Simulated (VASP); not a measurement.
The system is B4N3.

```xyz
7
Lattice="4.3500 0.0000 0.0000 -2.1750 3.7672 0.0000 0.0000 0.0000 3.6000" Properties=species:S:1:pos:R:3 pbc="T T T"
B     1.4501    2.5116    1.8000
B    -0.7249    1.2556    1.8000
B     1.4499    0.0000    1.8000
B     0.0000    0.0000    0.0000
N    -1.4501    2.5116    1.8000
N     2.9001    0.0000    1.8000
N     0.7249    1.2556    1.8000
```

- Program: VASP 6.6.1
- Task: relaxation of cell and atoms
- Functional: PBE
- Potentials or basis: VASP PAW PBE potentials, release 64 (B, N)
- Cutoff: 600 eV
- k mesh: 4 × 4 × 5
- Occupations: gaussian, width 0.2 eV
- Spin: no spin polarisation

At the start: pressure 14.8 GPa; volume 8.43 Å³/atom.

How do energy, volume and symmetry change on relaxing?

Over 13 steps the energy falls by 140.5 meV/atom and the volume is 11.02 Å³/atom (+30.8 %); space group P-62m (No. 189, to 0.05 Å).

The path:
| step | energy change (eV) | largest force (eV/Å) | pressure (GPa) | volume (Å³) |
| --- | --- | --- | --- | --- |
| 1 | 0.0000 | 1.2895 | 14.75 | 58.99 |
| 2 | 0.0778 | 2.9991 | -5.33 | 65.87 |
| 3 | -0.1986 | 0.8066 | 4.02 | 61.97 |
| 4 | -0.3843 | 0.3969 | -4.04 | 66.22 |
| 5 | -0.3918 | 0.8003 | -6.89 | 68.13 |
| 6 | -0.5029 | 0.8625 | -6.10 | 69.25 |
| 7 | -0.7504 | 1.0965 | -3.58 | 72.50 |
| 8 | -0.8735 | 1.7573 | 1.55 | 78.53 |
| 9 | -0.8984 | 1.5123 | -0.18 | 76.62 |
| 10 | -0.9733 | 0.5657 | 0.31 | 77.04 |
| 11 | -0.9742 | 0.4410 | 0.22 | 77.00 |
| 12 | -0.9825 | 0.1452 | 0.24 | 77.11 |
| 13 | -0.9835 | 0.0301 | 0.26 | 77.16 |

Final structure:
```
B N
1.0
     4.35455    0.00000    0.00000
    -2.17728    3.77115    0.00000
     0.00000    0.00000    4.69875
B N
4 3
Direct
  0.66607 0.66607 0.50000
  0.00000 0.33393 0.50000
  0.33393 0.00000 0.50000
  0.00000 0.00000 0.00000
  0.00000 0.66652 0.50000
  0.66652 0.00000 0.50000
  0.33348 0.33348 0.50000
```

Caveat: the k points lie up to 0.42 Å⁻¹ apart in the final cell; the volume moved by over 15 % at a fixed basis, so the end points are rough; the relaxation stopped at a loose force limit of 0.08 eV/Å, so its end isn't a converged minimum.
